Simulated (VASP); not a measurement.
# Si2B3 (P-3m1) in VASP: relaxation of cell and atoms with PBE

Aim: the relaxation of cell and atoms of Si2B3 with PBE.

All numbers are computed with VASP 6.6.1; they aren't measurements. Logs are shortened: lines on timing, memory, paths and dates and some standing lists are left out, and cuts for length are marked.

## 1. The cell of the first run

The structure is trigonal, space group P-3m1 (No. 164). Conventional cell: a = 3.450 Å, b = 3.450 Å, c = 4.950 Å, α = 90.00°, β = 90.00°, γ = 120.00°. Si (site symmetry 3m) has 8 B at 2.12 to 2.48 Å and 3 Si at 2.48 Å within 2.8 Å. B (site symmetry -3m) has 6 Si at 2.12 Å and 6 B at 2.65 Å within 2.8 Å. B (site symmetry 3m) has 5 Si at 2.23 to 2.48 Å and 6 B at 2.47 to 2.65 Å within 3.0 Å.

## 2. Relaxation of cell and atoms, PBE

Contents of INCAR:

```
  PREC = Accurate
  ENCUT = 500
  EDIFF = 1E-7
  ISMEAR = 0
  SIGMA = 0.2
  LREAL = F
  LASPH = T
  NELM = 120
  ALGO = Normal
  ISIF = 3
  LWAVE = F
  LCHARG = F
  GGA = PE
  IBRION = 2
  NSW = 36
  EDIFFG = -0.08
  GGA_COMPAT = F
  NELMIN = 4
```

Contents of KPOINTS:

```
regular mesh
0
Gamma
  5 5 3
```

Contents of POSCAR:

```
Si2B3
1.0
    3.4500000000      0.0000000000      0.0000000000
   -1.7250000000      2.9877876400      0.0000000000
    0.0000000000      0.0000000000      4.9500000000
Si B
2 3
Direct
    0.6666666700      0.3333333300      0.8510000000
    0.3333333300      0.6666666700      0.1490000000
    0.0000000000      0.0000000000      0.0000000000
    0.3333333300      0.6666666700      0.6480000000
    0.6666666700      0.3333333300      0.3520000000
```

Potentials or basis: VASP PAW PBE potentials, release 64 (Si, B).

Started as:

```sh
cat potpaw_PBE.64/Si/POTCAR potpaw_PBE.64/B/POTCAR > POTCAR
mpirun -np 1 vasp_std > vasp.out
```

OUTCAR:

```text
PREC = Accurate
   ENCUT = 500
   EDIFF = 1E-7
   ISMEAR = 0
   LREAL = F
   LASPH = T
   NELM = 120
   ISIF = 3
   GGA = PE
   IBRION = 2
   NSW = 36
   EDIFFG = -0.08
   NELMIN = 4

 ion  position               nearest neighbor table
   1  0.667  0.333  0.851-   3 2.12   3 2.12   3 2.12   4 2.23   4 2.23   4 2.23   5 2.47   2 2.48
                             2 2.48   2 2.48   5 2.48
   2  0.333  0.667  0.149-   3 2.12   3 2.12   3 2.12   5 2.23   5 2.23   5 2.23   4 2.47   1 2.48
                             1 2.48   1 2.48   4 2.48
   3  0.000  0.000  0.000-   1 2.12   2 2.12   2 2.12   1 2.12   1 2.12   2 2.12
   4  0.333  0.667  0.648-   1 2.23   1 2.23   1 2.23   2 2.47   2 2.48
   5  0.667  0.333  0.352-   2 2.23   2 2.23   2 2.23   1 2.47   1 2.48

  LATTYP: Found a hexagonal cell.
 ALAT       =     3.4500000000
 C/A-ratio  =     1.4347826087

  Lattice vectors:

 A1 = (   3.4500000000,   0.0000000000,   0.0000000000)
 A2 = (  -1.7250000000,   2.9877876400,   0.0000000000)
 A3 = (   0.0000000000,   0.0000000000,   4.9500000000)

Analysis of symmetry for initial positions (statically):
=====================================================================
 Subroutine PRICEL returns:
 Original cell was already a primitive cell.

 Routine SETGRP: Setting up the symmetry group for a
 hexagonal supercell.

 Subroutine GETGRP returns: Found 12 space group operations
 (whereof 12 operations were pure point group operations)
 out of a pool of 24 trial point group operations.

The static configuration has the point symmetry D_3d.

Analysis of symmetry for dynamics (positions and initial velocities):
=====================================================================
 Subroutine PRICEL returns:
 Original cell was already a primitive cell.

 Routine SETGRP: Setting up the symmetry group for a
 hexagonal supercell.

 Subroutine GETGRP returns: Found 12 space group operations
 (whereof 12 operations were pure point group operations)
 out of a pool of 24 trial point group operations.

The dynamic configuration has the point symmetry D_3d.

 Subroutine INISYM returns: Found 12 space group operations
 (whereof 12 operations are pure point group operations),
 and found     1 'primitive' translations

----------------------------------------------------------------------------------------

                                     Primitive cell

  volume of cell :      51.0239

  direct lattice vectors                    reciprocal lattice vectors
     3.450000000  0.000000000  0.000000000     0.289855072  0.167347904  0.000000000
[... 112 lines left out ...]
 Gauss-broadening in eV      SIGMA  =   0.20
  energy-cutoff  :      500.00
  volume of cell :       51.02
 maximum number of plane-waves:      1314
 NGX is ok and might be reduce to    28
   NGX = 13   NGY = 13   NGZ = 19

--------------------------------------- Ionic step        1  -------------------------------------------

 number of electron      17.0000000 magnetization

 Free energy of the ion-electron system (eV)
  ---------------------------------------------------
  ext. energy  EPLUGINS =         0.00000000
  ---------------------------------------------------
  free energy    TOTEN  =       -24.54265976 eV

  energy without entropy =      -24.52296016  energy(sigma->0) =      -24.53280996

------------------------ aborting loop because EDIFF is reached ----------------------------------------

  FORCE on cell =-STRESS in cart. coord.  units (eV):
  Direction    XX          YY          ZZ          XY          YZ          ZX
  --------------------------------------------------------------------------------------
  -------------------------------------------------------------------------------------
  Total       -0.6180685     -0.6180685      1.7724608      0.0000000      0.0000000     -0.0000000
  in kB      -19.4076598    -19.4076598     55.6561565      0.0000000      0.0000000     -0.0000000
  external PRESSURE =       5.6136123 kB  Pullay stress =       0.0000000 kB
[... 98 lines left out ...]
  FREE ENERGIE OF THE ION-ELECTRON SYSTEM (eV)
  ---------------------------------------------------
  free  energy   TOTEN  =       -26.6785158765 eV

  energy  without entropy=      -26.6549049376  energy(sigma->0) =      -26.66671041

 E-fermi :  10.1041     XC(G=0): -11.8901

 val. band max:       10.0996057093   @ k =   0.0000   0.2000   0.3333
 cond. band min:      10.1346384602   @ k =   0.2000   0.0000   0.3333
 fundamental gap:      0.0350327510
 Fermi energy:        10.1040534837

 k-point     1 :       0.0000    0.0000    0.0000
  band No.  band energies     occupation
      1      -6.2123      2.00000
      2      -2.3597      2.00000
      3      -2.3248      2.00000
      4       6.5849      2.00000
      5       8.7503      2.00000
      6       8.7503      2.00000
      7      10.4219      0.02460
      8      11.4582      0.00000
      9      11.4582      0.00000
     10      15.7371      0.00000
     11      15.7371      0.00000
     12      15.9958      0.00000
[... 151 lines left out ...]
 k-point    12 :       0.4000    0.2000    0.3333
  band No.  band energies     occupation
      1      -1.2273      2.00000
      2      -0.3755      2.00000
      3       1.0944      2.00000
      4       1.4018      2.00000
      5       3.2524      2.00000
      6       4.9117      2.00000
      7       5.4547      2.00000
      8       6.0365      2.00000
      9       8.0698      2.00000
     10      10.6655      0.00007
     11      12.0326      0.00000
     12      13.9539      0.00000

[... ionic steps 4 to 15 ...]

--------------------------------------- Ionic step       16  -------------------------------------------

 number of electron      16.9999999 magnetization

------------------------ aborting loop because EDIFF is reached ----------------------------------------
[... 73 lines left out ...]
--------------------------------------- Ionic step       18  -------------------------------------------

 number of electron      17.0000001 magnetization

 Free energy of the ion-electron system (eV)
  ---------------------------------------------------
  ext. energy  EPLUGINS =         0.00000000
  ---------------------------------------------------
  free energy    TOTEN  =       -29.39027739 eV

  energy without entropy =      -29.36069461  energy(sigma->0) =      -29.37548600

 E-fermi :   9.4657     XC(G=0): -11.6752

 val. band max:        9.4393653352   @ k =   0.0000   0.0000   0.0000
 cond. band min:       9.5065801802   @ k =   0.0000   0.0000   0.3333
 fundamental gap:      0.0672148450
 Fermi energy:         9.4656603909

 k-point     1 :       0.0000    0.0000    0.0000
  band No.  band energies     occupation
      1      -6.3232      2.00000
      2      -2.6647      2.00000
      3      -1.9706      2.00000
      4       6.9639      2.00000
      5       8.4915      2.00000
      6       8.4915      2.00000
      7       9.4394      1.14751
      8       9.4394      1.14750
      9      11.2480      0.00000
     10      13.8674      0.00000
     11      13.8674      0.00000
     12      14.9491      0.00000
[... 195 lines left out ...]
  FREE ENERGIE OF THE ION-ELECTRON SYSTEM (eV)
  ---------------------------------------------------
  free  energy   TOTEN  =       -29.3902773868 eV

  energy  without entropy=      -29.3606946117  energy(sigma->0) =      -29.37548600

 reached required accuracy - stopping structural energy minimisation
```

CONTCAR:

```text
Si2B3
   1.00000000000000
     3.0751335366824479    0.0000000000000000   -0.0000000000000000
    -1.5375667683412240    2.6631437607376491    0.0000000000000000
     0.0000000000000000    0.0000000000000000    5.7634499824560592
  Si              B
     2     3
Direct
     0.6666666699999979    0.3333333300000021    0.8121985067252898
     0.3333333300000021    0.6666666699999979    0.1878014932747102
     0.0000000000000000    0.0000000000000000    0.0000000000000000
     0.3333333300000021    0.6666666699999979    0.5279984569387616
     0.6666666699999979    0.3333333300000021    0.4720015430612384

  0.00000000E+00  0.00000000E+00  0.00000000E+00
  0.00000000E+00  0.00000000E+00  0.00000000E+00
  0.00000000E+00  0.00000000E+00  0.00000000E+00
  0.00000000E+00  0.00000000E+00  0.00000000E+00
  0.00000000E+00  0.00000000E+00  0.00000000E+00
```

It took 2 min on 1 thread of Intel Xeon Platinum 8259CL at 2.50GHz (Skylake/Cascade Lake), shared host; peak memory 0.16 GiB.

Results:

- Free energy: -29.3903 eV
- Relaxed volume: 9.44 Å³/atom
- Relaxed cell: a = 3.075 Å, b = 3.075 Å, c = 5.763 Å, α = 90.00°, β = 90.00°, γ = 120.00°
- Space group after relaxing (to 0.1 Å): P-3m1 (No. 164)
- Pressure after relaxing: 0.7 GPa
- Largest force after relaxing: 0.059 eV/Å
- Band gap on the k mesh: zero (an odd number of electrons rules out a gap without spin polarisation)

Forces on the atoms (eV/Å):
```
Si   0.000  0.000  0.017
Si   0.000  0.000 -0.017
B    0.000  0.000  0.000
B    0.000  0.000 -0.059
B    0.000  0.000  0.059
```

Stress tensor (GPa, compression positive):
```
1.00 0.00 0.00
0.00 1.00 0.00
0.00 0.00 0.02
```

Final structure:
```
Si B
1.0
     3.07513    0.00000    0.00000
    -1.53757    2.66314    0.00000
     0.00000    0.00000    5.76345
Si B
2 3
Direct
  0.66667 0.33333 0.81220
  0.33333 0.66667 0.18780
  0.00000 0.00000 0.00000
  0.33333 0.66667 0.52800
  0.66667 0.33333 0.47200
```

Levels at points of the mesh, in eV from the Fermi level:
| k point | band 4 | band 5 | band 6 | band 7 | band 8 | band 9 | band 10 | band 11 | band 12 |
| --- | --- | --- | --- | --- | --- | --- | --- | --- | --- |
| (0.00, 0.00, 0.00) | -2.50 | -0.97 | -0.97 | -0.03 | -0.03 | 1.78 | 4.40 | 4.40 | 5.48 |

Caveat: the k points lie up to 0.47 Å⁻¹ apart in the final cell, too coarse for converged energies and pressures of a metal; a cell axis changed by over 15 % at a fixed basis, so the end point is rough; the relaxation stopped at a loose force limit of 0.08 eV/Å, so its end isn't a converged minimum.

The gap in the log of VASP goes by the Fermi energy; the results here count the filled bands.